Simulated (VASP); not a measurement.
# ZnO: relaxation of cell and atoms with PBE

ZnO:

```
CELL_PARAMETERS angstrom
5.51757 0.00000 0.00000
0.00000 5.51757 0.00000
0.00000 0.00000 3.25878
ATOMIC_POSITIONS crystal
Zn 0.18197 0.18197 0.50000
Zn 0.81803 0.81803 0.50000
Zn 0.68197 0.31803 0.00000
Zn 0.31803 0.68197 0.00000
O 0.81725 0.18275 0.50000
O 0.18275 0.81725 0.50000
O 0.68275 0.68275 0.00000
O 0.31725 0.31725 0.00000
```

```yaml
Program: VASP 6.6.1
Task: relaxation of cell and atoms
Functional: PBE
Potentials_or_basis: VASP PAW PBE potentials, release 64 (Zn, O)
Cutoff: 600 eV
k_mesh: 1 × 1 × 2
Occupations: gaussian, width 0.02 eV
Spin: no spin polarisation
Dipole_correction: no
Further_INCAR_settings: ALGO = Normal; EDIFF = 1e-06; IBRION = 2; EDIFFG = -0.01; NSW = 80; ISIF = 3
```

* Relaxed volume: 9.58 Å³/atom
* Relaxed cell: a = 4.443 Å, b = 4.443 Å, c = 3.883 Å, α = 90.00°, β = 90.00°, γ = 90.00°
* Space group after relaxing (to 0.1 Å): I4/mmm (No. 139)
* Energy gained by relaxing: 108.7 meV/atom
* Ionic steps: 27
* Pressure after relaxing: 0.0 GPa
* Largest force after relaxing: 0.010 eV/Å
* Band gap on the k mesh: 2.39 eV

Forces on the atoms (eV/Å):
```
Zn   0.007  0.007  0.000
Zn  -0.007 -0.007  0.000
Zn   0.007 -0.007  0.000
Zn  -0.007  0.007  0.000
O    0.006 -0.006  0.000
O   -0.006  0.006  0.000
O   -0.006 -0.006  0.000
O    0.006  0.006  0.000
```

Stress tensor (GPa, compression positive):
```
 0.07  0.00  0.00
 0.00  0.07  0.00
 0.00  0.00 -0.10
```

Step by step:
```csv
step,energy change (eV),largest force (eV/Å),pressure (GPa),volume (Å³)
1,0.0000,0.2329,3.35,99.21
2,-0.1035,0.4545,-2.03,102.92
3,-0.1087,0.3890,-1.04,102.21
4,-0.1575,0.2873,-1.29,101.72
5,-0.2568,0.1044,-2.06,100.14
6,-0.3241,0.1740,-4.97,96.65
7,-0.3636,0.2075,-3.69,94.93
8,-0.4282,0.3295,0.17,90.36
9,-0.3568,0.7095,10.50,81.56
10,-0.4338,0.4350,2.61,88.00
11,-0.4724,0.4057,2.32,86.69
12,-0.5964,0.3825,1.84,82.75
13,-0.7486,0.4049,4.87,74.76
14,-0.7840,0.1079,0.77,75.14
15,-0.7930,0.1948,1.73,75.02
16,-0.8479,0.1409,0.90,75.91
17,-0.8624,0.1006,0.54,76.64
18,-0.8642,0.0815,-0.56,77.01
19,-0.8642,0.0805,-0.58,77.02
20,-0.8660,0.0625,-0.44,76.96
21,-0.8683,0.0344,-0.21,76.82
22,-0.8663,0.0805,0.48,76.54
23,-0.8686,0.0477,0.06,76.73
24,-0.8691,0.0382,-0.11,76.76
25,-0.8694,0.0225,-0.32,76.79
26,-0.8697,0.0127,-0.02,76.69
27,-0.8697,0.0099,0.01,76.66
```

Final structure:
```
Zn O
1.0
     4.44323    0.00000    0.00000
     0.00000    4.44323    0.00000
     0.00000    0.00000    3.88304
Zn O
4 4
Direct
  0.24979 0.24979 0.50000
  0.75021 0.75021 0.50000
  0.74979 0.25021 0.00000
  0.25021 0.74979 0.00000
  0.74971 0.25029 0.50000
  0.25029 0.74971 0.50000
  0.75029 0.75029 0.00000
  0.24971 0.24971 0.00000
```

Levels at points of the mesh, in eV from the valence-band top:
```
           k point  band 32  band 33  band 34  band 35  band 36  band 37  band 38  band 39  band 40  band 41
(0.00, 0.00, 0.00)    -0.96    -0.90    -0.90     0.00     0.00     2.39     5.67     5.74     5.74    11.43
(0.00, 0.00, 0.50)    -1.26    -0.49    -0.49    -0.49    -0.49     7.03     7.03     9.22     9.22    11.17
```

It took 2.8 min on 1 thread of Intel(R) Xeon(R) 6975P-C (Granite Rapids), on a shared host, peak memory 0.25 GiB.

Caveat: the k points lie up to 1.41 Å⁻¹ apart in the final cell; the volume moved by over 15 % at a fixed basis, so the end points are rough.
